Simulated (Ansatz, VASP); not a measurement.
# C: VASP beside Ansatz

```
C
1.0
     3.23880    0.00000    0.00000
    -1.61940    2.80488    0.00000
     0.00000    0.00000    3.67453
C
3
Direct
  0.22540 0.00000 0.33333
  0.00000 0.22540 0.66667
  0.77460 0.77460 0.00000
```

Alike in both runs: task relaxation of cell and atoms; functional PBE; k mesh 6 × 6 × 6; occupations gaussian, width 0.1 eV; no spin polarisation.

|  | VASP | Ansatz |
| --- | --- | --- |
| version | VASP 6.6.1 | Ansatz 0.2.0 |
| potentials or method | VASP PAW PBE potentials, release 64 (C), cutoff 600 eV | scalar-relativistic, plane waves, PAW |
| valence electrons in the cell | 12 | 12 |

```csv
,VASP,Ansatz,Ansatz less VASP
relaxed volume (Å³/atom),17.29,18.62,+1.324
relaxed cell length with the largest relative difference (Å),3.949,4.096,+0.1470
```

The k mesh is coarse, so the values compare programs but aren't converged. Noted on VASP's run: the volume moved by over 15 % at a fixed basis, so the end points are rough.
